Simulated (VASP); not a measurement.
# SiO2 (P4_12_12) in VASP: relaxation of cell and atoms with PBEsol

Aim: the relaxation of cell and atoms of SiO2 with PBEsol.

Everything below comes from runs of VASP 6.6.1. Logs are shortened: lines on timing, memory, paths and dates and some standing lists are left out, and cuts for length are marked.

### Step 1. The cell of the first run

The structure is tetragonal, space group P4_12_12 (No. 92). The conventional cell has a = 4.972 Å, b = 4.972 Å, c = 6.922 Å, α = 90.00°, β = 90.00°, γ = 90.00°. Within 2.1 Å of Si (site symmetry 2) lie 4 O at 1.60 Å. Within 2.1 Å of O (site symmetry 1) lie 2 Si at 1.60 Å.

### Step 2. Relaxation of cell and atoms, PBEsol

Input file INCAR:

```
SYSTEM = SiO2
PREC     = Accurate       ! precision mode
ENCUT    = 600            ! plane-wave cutoff, eV
EDIFF    = 1E-6           ! SCF threshold, eV
ISMEAR   = 0              ! smearing method
SIGMA    = 0.02           ! smearing width, eV
LREAL    = .FALSE.        ! projectors in reciprocal space
LASPH    = .TRUE.         ! aspherical terms in the spheres
NELM     = 80             ! most SCF steps
ALGO     = Normal         ! electronic algorithm
ISIF     = 3              ! what is computed and relaxed
LWAVE    = .FALSE.        ! write WAVECAR
LCHARG   = .FALSE.        ! write CHGCAR
GGA      = PS             ! functional
IBRION   = 2              ! ionic algorithm
NSW      = 100            ! ionic steps
EDIFFG   = -0.005         ! ionic threshold
```

Input file KPOINTS:

```
regular mesh
0
G
  6 6 4
  0 0 0
```

Input file POSCAR:

```
SiO2
1.0
    4.9717000000      0.0000000000      0.0000000000
    0.0000000000      4.9717000000      0.0000000000
    0.0000000000      0.0000000000      6.9223000000
Si O
4 8
Direct
    0.3002800000      0.3002800000      0.0000000000
    0.1997200000      0.8002800000      0.2500000000
    0.6997200000      0.6997200000      0.5000000000
    0.8002800000      0.1997200000      0.7500000000
    0.2392000000      0.1044000000      0.1787000000
    0.3956000000      0.7392000000      0.4287000000
    0.7608000000      0.8956000000      0.6787000000
    0.6044000000      0.2608000000      0.9287000000
    0.7392000000      0.3956000000      0.5713000000
    0.8956000000      0.7608000000      0.3213000000
    0.2608000000      0.6044000000      0.0713000000
    0.1044000000      0.2392000000      0.8213000000
```

Potentials or basis: VASP PAW PBE potentials, release 64 (Si, O).

On the command line:

```
cat potpaw_PBE.64/Si/POTCAR potpaw_PBE.64/O/POTCAR > POTCAR
mpirun -np 1 vasp_std > vasp.out
```

OUTCAR:

```text
SYSTEM = SiO2
   PREC = Accurate
   ENCUT = 600
   EDIFF = 1E-6
   ISMEAR = 0
   LREAL = .FALSE.
   LASPH = .TRUE.
   NELM = 80
   ISIF = 3
   GGA = PS
   IBRION = 2
   NSW = 100
   EDIFFG = -0.005

 ion  position               nearest neighbor table
   1  0.300  0.300  0.000-   8 1.60  11 1.60   5 1.60  12 1.60   2 3.07   4 3.07   2 3.07   4 3.07

   2  0.200  0.800  0.250-   5 1.60  10 1.60   6 1.60  11 1.60   1 3.07   3 3.07   1 3.07   3 3.07

   3  0.700  0.700  0.500-   6 1.60   9 1.60   7 1.60  10 1.60   2 3.07   4 3.07   4 3.07   2 3.07

   4  0.800  0.200  0.750-   7 1.60  12 1.60   9 1.60   8 1.60   1 3.07   3 3.07   3 3.07   1 3.07

   5  0.239  0.104  0.179-   2 1.60   1 1.60
   6  0.396  0.739  0.429-   3 1.60   2 1.60
   7  0.761  0.896  0.679-   4 1.60   3 1.60
   8  0.604  0.261  0.929-   1 1.60   4 1.60
   9  0.739  0.396  0.571-   3 1.60   4 1.60
  10  0.896  0.761  0.321-   2 1.60   3 1.60
  11  0.261  0.604  0.071-   1 1.60   2 1.60
  12  0.104  0.239  0.821-   4 1.60   1 1.60

  LATTYP: Found a simple tetragonal cell.
 ALAT       =     4.9717000000
 C/A-ratio  =     1.3923406481

  Lattice vectors:

 A1 = (   4.9717000000,   0.0000000000,   0.0000000000)
 A2 = (   0.0000000000,   4.9717000000,   0.0000000000)
 A3 = (   0.0000000000,   0.0000000000,   6.9223000000)

Analysis of symmetry for initial positions (statically):
=====================================================================
 Subroutine PRICEL returns:
 Original cell was already a primitive cell.

 Routine SETGRP: Setting up the symmetry group for a
 simple tetragonal supercell.

 Subroutine GETGRP returns: Found  8 space group operations
 (whereof  2 operations were pure point group operations)
 out of a pool of 16 trial point group operations.

The static configuration has the point symmetry C_2 .
 The point group associated with its full space group is D_4 .

Analysis of symmetry for dynamics (positions and initial velocities):
=====================================================================
 Subroutine PRICEL returns:
 Original cell was already a primitive cell.

 Routine SETGRP: Setting up the symmetry group for a
 simple tetragonal supercell.

 Subroutine GETGRP returns: Found  8 space group operations
 (whereof  2 operations were pure point group operations)
 out of a pool of 16 trial point group operations.

The dynamic configuration has the point symmetry C_2 .
 The point group associated with its full space group is D_4 .

 Subroutine INISYM returns: Found  8 space group operations
 (whereof  2 operations are pure point group operations),
 and found     1 'primitive' translations

----------------------------------------------------------------------------------------

                                     Primitive cell

  volume of cell :     171.1040

  direct lattice vectors                    reciprocal lattice vectors
     4.971700000  0.000000000  0.000000000     0.201138444  0.000000000  0.000000000
     0.000000000  4.971700000  0.000000000     0.000000000  0.201138444  0.000000000
     0.000000000  0.000000000  6.922300000     0.000000000  0.000000000  0.144460656

  length of vectors
     4.971700000  4.971700000  6.922300000     0.201138444  0.201138444  0.144460656

  position of ions in fractional coordinates (direct lattice)
     0.300280000  0.300280000  0.000000000
     0.199720000  0.800280000  0.250000000
     0.699720000  0.699720000  0.500000000
     0.800280000  0.199720000  0.750000000
     0.239200000  0.104400000  0.178700000
     0.395600000  0.739200000  0.428700000
     0.760800000  0.895600000  0.678700000
     0.604400000  0.260800000  0.928700000
     0.739200000  0.395600000  0.571300000
     0.895600000  0.760800000  0.321300000
     0.260800000  0.604400000  0.071300000
     0.104400000  0.239200000  0.821300000

  ion indices of the primitive-cell ions
   primitive index   ion index
                 1           1
                 2           2
                 3           3
                 4           4
                 5           5
                 6           6
                 7           7
                 8           8
                 9           9
                10          10
                11          11
                12          12

----------------------------------------------------------------------------------------

 KPOINTS: regular mesh

Automatic generation of k-mesh.
 Grid dimensions read from file:
 generate k-points for:    6    6    4

 Generating k-lattice:

  Cartesian coordinates                     Fractional coordinates (reciprocal lattice)
     0.033523074  0.000000000  0.000000000     0.166666667  0.000000000  0.000000000
     0.000000000  0.033523074  0.000000000     0.000000000  0.166666667  0.000000000
     0.000000000  0.000000000  0.036115164     0.000000000  0.000000000  0.250000000

  Length of vectors
     0.033523074  0.033523074  0.036115164

  Shift w.r.t. Gamma in fractional coordinates (k-lattice)
     0.000000000  0.000000000  0.000000000

 Subroutine IBZKPT returns following result:
 ===========================================

 Found     30 irreducible k-points:

 Following reciprocal coordinates:
            Coordinates               Weight
  0.000000  0.000000  0.000000      1.000000
  0.166667  0.000000  0.000000      4.000000
  0.333333  0.000000  0.000000      4.000000
  0.500000  0.000000  0.000000      2.000000
  0.166667  0.166667  0.000000      4.000000
  0.333333  0.166667  0.000000      8.000000
[... 16 lines left out ...]
  0.333333  0.000000  0.500000      4.000000
  0.500000  0.000000  0.500000      2.000000
 [... further k-points ...]
   k-points           NKPTS =     30   k-points in BZ     NKDIM =     30   number of bands    NBANDS=     39
   number of dos      NEDOS =    301   number of ions     NIONS =     12
   total plane-waves  NPLWV =  89600
   dimension x,y,z NGX =    40 NGY =   40 NGZ =   56
   dimension x,y,z NGXF=    80 NGYF=   80 NGZF=  112
   ions per type =               4   8
   NGX,Y,Z   is equivalent  to a cutoff of  13.38, 13.38, 13.45 a.u.
   NGXF,Y,Z  is equivalent  to a cutoff of  26.75, 26.75, 26.90 a.u.
 SYSTEM =  SiO2
   PREC   = accura    normal or accurate (medium, high low for compatibility)
   ISTART =      0    job   : 0-new  1-cont  2-samecut
   ICHARG =      2    charge: 1-file 2-atom 10-const
   ISPIN  =      1    spin polarized calculation?
   LNONCOLLINEAR =      F non collinear calculations
   LSORBIT =      F    spin-orbit coupling
   LASPH  =      T    aspherical Exc in radial PAW
   ENCUT  =  600.0 eV  44.10 Ry    6.64 a.u.   9.93  9.93 13.83*2*pi/ulx,y,z
   NELM   =     80;   NELMIN=  2; NELMDL= -5     # of ELM steps
   EDIFF  = 0.1E-05   stopping-criterion for ELM
   LREAL  =      F    real-space projection
   EDIFFG = -.5E-02   stopping-criterion for IOM
   NSW    =    100    number of steps for IOM
   IBRION =      2    ionic relax: 0-MD 1-quasi-New 2-CG
   NFREE  =      1    steps in history (QN), initial steepest desc. (CG)
   ISIF   =      3    stress and relaxation
   ISYM   =      2    0-nonsym 1-usesym 2-fastsym
   POTIM  = 0.5000    time-step for ionic-motion
   TEBEG  =    0.0;   TEEND  =   0.0 temperature during run
   PSTRESS=    0.0 pullay stress
   NELECT =      64.0000    total number of electrons
   NUPDOWN=      -1.0000    fix difference up-down
   EMIN   =  10.00;   EMAX   =-10.00  energy-range for DOS
   EFERMI =   0.00;   METHOD = LEGACY
   ISMEAR =     0;   SIGMA  =   0.02  broadening in eV -4-tet -1-fermi 0-gaus
   EFERMI_NEDOS =   21; number of points for ismear=-14 and -15
   IALGO  =     38    algorithm
   IMIX   =      4    mixing-type and parameters
     AMIX     =   0.40;   BMIX     =  1.00
     AMIX_MAG =   1.60;   BMIX_MAG =  1.00
  volume/ion in A,a.u.               =      14.26        96.22
  Fermi-wavevector in a.u.,A,eV,Ry     =   1.179546  2.229018 18.930165  1.391328
  Thomas-Fermi vector in A             =   2.315854
   LORBIT       =      0    0 simple, 1 ext, 2 COOP (PROOUT), +10 PAW based schemes
   GGA     = PS    functional components
   LHFCALC =     F    Hartree Fock is set to
   AEXX    =    0.0000 exact exchange contribution
   IVDW    =     0    specifies the selected vdW correction
   LEPSILON=     F    determine dielectric tensor
   LRPA    =     F    only Hartree local field effects (RPA)
 conjugate gradient relaxation of ions
 non-spin polarized calculation
 Gauss-broadening in eV      SIGMA  =   0.02
  energy-cutoff  :      600.00
  volume of cell :      171.10
 maximum number of plane-waves:      5736
 NGX is ok and might be reduce to    40
   NGX = 19   NGY = 19   NGZ = 27

--------------------------------------- Ionic step        1  -------------------------------------------

 number of electron      63.9999979 magnetization

 Free energy of the ion-electron system (eV)
  ---------------------------------------------------
  ext. energy  EPLUGINS =         0.00000000
  ---------------------------------------------------
  free energy    TOTEN  =       -98.61506617 eV

  energy without entropy =      -98.61506617  energy(sigma->0) =      -98.61506617

------------------------ aborting loop because EDIFF is reached ----------------------------------------

  FORCE on cell =-STRESS in cart. coord.  units (eV):
  Direction    XX          YY          ZZ          XY          YZ          ZX
  --------------------------------------------------------------------------------------
  -------------------------------------------------------------------------------------
  Total        5.8766821      5.8766821      6.1380605      0.0000000      0.0000000      0.0000000
  in kB       55.0278484     55.0278484     57.4753334      0.0000000      0.0000000      0.0000000
  external PRESSURE =      55.8436767 kB  Pullay stress =       0.0000000 kB
[... 119 lines left out ...]
  FREE ENERGIE OF THE ION-ELECTRON SYSTEM (eV)
  ---------------------------------------------------
  free  energy   TOTEN  =       -98.7099610107 eV

  energy  without entropy=      -98.7099610107  energy(sigma->0) =      -98.70996101

 E-fermi :   0.0013     XC(G=0):  -8.4598

 val. band max:       -0.1071850341   @ k =   0.0000   0.0000   0.0000
 cond. band min:       5.4617980037   @ k =   0.0000   0.0000   0.0000
 fundamental gap:      5.5689830378
 Fermi energy:         0.0013358582

 k-point     1 :       0.0000    0.0000    0.0000
  band No.  band energies     occupation
      1     -19.4280      2.00000
      2     -18.5341      2.00000
      3     -18.5341      2.00000
      4     -17.3750      2.00000
      5     -17.3330      2.00000
      6     -17.3290      2.00000
[... 997 lines left out ...]
     38       9.0633      0.00000
     39       9.8460      0.00000

 [... further k-points ...]

[... ionic steps 4 to 26 ...]

--------------------------------------- Ionic step       27  -------------------------------------------

 number of electron      63.9999997 magnetization

------------------------ aborting loop because EDIFF is reached ----------------------------------------
[... 87 lines left out ...]
--------------------------------------- Ionic step       29  -------------------------------------------

 number of electron      63.9999999 magnetization

 Free energy of the ion-electron system (eV)
  ---------------------------------------------------
  ext. energy  EPLUGINS =         0.00000000
  ---------------------------------------------------
  free energy    TOTEN  =       -98.71035139 eV

  energy without entropy =      -98.71035139  energy(sigma->0) =      -98.71035139

 E-fermi :  -0.0381     XC(G=0):  -8.4348

 val. band max:       -0.1307615195   @ k =   0.0000   0.0000   0.0000
 cond. band min:       5.4335306817   @ k =   0.0000   0.0000   0.0000
 fundamental gap:      5.5642922012
 Fermi energy:        -0.0381373321

 k-point     1 :       0.0000    0.0000    0.0000
  band No.  band energies     occupation
      1     -19.4528      2.00000
      2     -18.5593      2.00000
      3     -18.5593      2.00000
      4     -17.3984      2.00000
      5     -17.3624      2.00000
      6     -17.3590      2.00000
[... 1038 lines left out ...]
  FREE ENERGIE OF THE ION-ELECTRON SYSTEM (eV)
  ---------------------------------------------------
  free  energy   TOTEN  =       -98.7103513927 eV

  energy  without entropy=      -98.7103513927  energy(sigma->0) =      -98.71035139

 reached required accuracy - stopping structural energy minimisation
```

Run time: 19 min. Hardware: 1 thread of Intel Xeon 6975P-C (Granite Rapids), shared host; peak memory 0.39 GiB.

Results:

| Property | Result |
| --- | --- |
| Free energy | -98.7104 eV |
| Relaxed volume | 14.73 Å³/atom |
| Relaxed cell | a = 5.027 Å, b = 5.027 Å, c = 6.994 Å, α = 90.00°, β = 90.00°, γ = 90.00° |
| Space group after relaxing (to 0.1 Å) | P4_12_12 (No. 92) |
| Energy gained by relaxing | 7.9 meV/atom |
| Ionic steps | 29 |
| Pressure after relaxing | 0.0 GPa |
| Band gap on the k mesh | 5.56 eV |

Forces on the atoms (eV/Å):
```
Si  -0.002 -0.002  0.000
Si   0.002 -0.002  0.000
Si   0.002  0.002  0.000
Si  -0.002  0.002  0.000
O   -0.001  0.000  0.000
O    0.000 -0.001  0.000
O    0.001  0.000  0.000
O    0.000  0.001  0.000
O   -0.001  0.000  0.000
O    0.000  0.001  0.000
O    0.001  0.000  0.000
O    0.000 -0.001  0.000
```

The path:
| step | energy change (eV) | largest force (eV/Å) | pressure (GPa) | volume (Å³) |
| --- | --- | --- | --- | --- |
| 1 | 0.0000 | 0.3663 | 5.58 | 171.10 |
| 2 | 0.1016 | 0.4909 | -7.07 | 183.71 |
| 3 | -0.0949 | 0.0425 | -0.07 | 176.13 |
| 4 | -0.0949 | 0.0420 | 0.04 | 176.02 |
| 5 | -0.0947 | 0.0706 | 0.03 | 176.03 |
| 6 | -0.0950 | 0.0132 | 0.04 | 176.03 |
| 7 | -0.0950 | 0.0080 | -0.03 | 176.09 |
| 8 | -0.0950 | 0.0078 | -0.06 | 176.12 |
| 9 | -0.0951 | 0.0061 | -0.01 | 176.07 |
| 10 | -0.0951 | 0.0062 | 0.00 | 176.06 |
| 11 | -0.0951 | 0.0104 | 0.03 | 176.05 |
| 12 | -0.0951 | 0.0060 | 0.02 | 176.05 |
| 13 | -0.0951 | 0.0061 | 0.01 | 176.08 |
| 14 | -0.0951 | 0.0084 | 0.00 | 176.15 |
| 15 | -0.0951 | 0.0150 | -0.03 | 176.30 |
| 16 | -0.0952 | 0.0119 | -0.02 | 176.31 |
| 17 | -0.0952 | 0.0052 | -0.02 | 176.34 |
| 18 | -0.0952 | 0.0191 | 0.00 | 176.39 |
| 19 | -0.0952 | 0.0082 | -0.01 | 176.35 |
| 20 | -0.0952 | 0.0078 | 0.00 | 176.36 |
| 21 | -0.0952 | 0.0062 | 0.02 | 176.37 |
| 22 | -0.0952 | 0.0046 | 0.07 | 176.38 |
| 23 | -0.0952 | 0.0037 | 0.07 | 176.39 |
| 24 | -0.0952 | 0.0018 | 0.07 | 176.43 |
| 25 | -0.0952 | 0.0055 | 0.07 | 176.50 |
| 26 | -0.0952 | 0.0165 | 0.06 | 176.65 |
| 27 | -0.0952 | 0.0116 | 0.06 | 176.59 |
| 28 | -0.0953 | 0.0088 | 0.05 | 176.63 |
| 29 | -0.0953 | 0.0028 | 0.01 | 176.77 |

Final structure:
```xyz
12
Lattice="5.0275 0.0000 0.0000 0.0000 5.0275 0.0000 0.0000 0.0000 6.9938" Properties=species:S:1:pos:R:3 pbc="T T T"
Si    1.5041    1.5041    0.0000
Si    1.0097    4.0178    1.7484
Si    3.5234    3.5234    3.4969
Si    4.0178    1.0097    5.2453
O     1.2031    0.5202    1.2519
O     1.9935    3.7169    3.0004
O     3.8244    4.5073    4.7488
O     3.0340    1.3106    6.4973
O     3.7169    1.9935    3.9934
O     4.5073    3.8244    2.2449
O     1.3106    3.0340    0.4965
O     0.5202    1.2031    5.7418
```

Levels at points of the mesh, in eV from the valence-band top:
| k point | band 30 | band 31 | band 32 | band 33 | band 34 | band 35 |
| --- | --- | --- | --- | --- | --- | --- |
| (0.00, 0.00, 0.00) | -0.28 | -0.28 | 0.00 | 5.56 | 8.63 | 8.63 |
| (0.50, 0.00, 0.00) | -0.64 | -0.48 | -0.48 | 7.57 | 7.57 | 9.09 |
| (0.50, 0.50, 0.00) | -0.59 | -0.55 | -0.55 | 8.54 | 8.54 | 8.64 |
| (0.00, 0.00, 0.50) | -0.52 | -0.39 | -0.39 | 6.79 | 6.79 | 9.23 |
| (0.50, 0.00, 0.50) | -0.93 | -0.17 | -0.17 | 7.82 | 7.82 | 8.84 |
| (0.50, 0.50, 0.50) | -0.63 | -0.63 | -0.63 | 9.05 | 9.05 | 9.05 |

Caveat: the PAW data sets were made with another functional, which shifts forces and pressure a little.
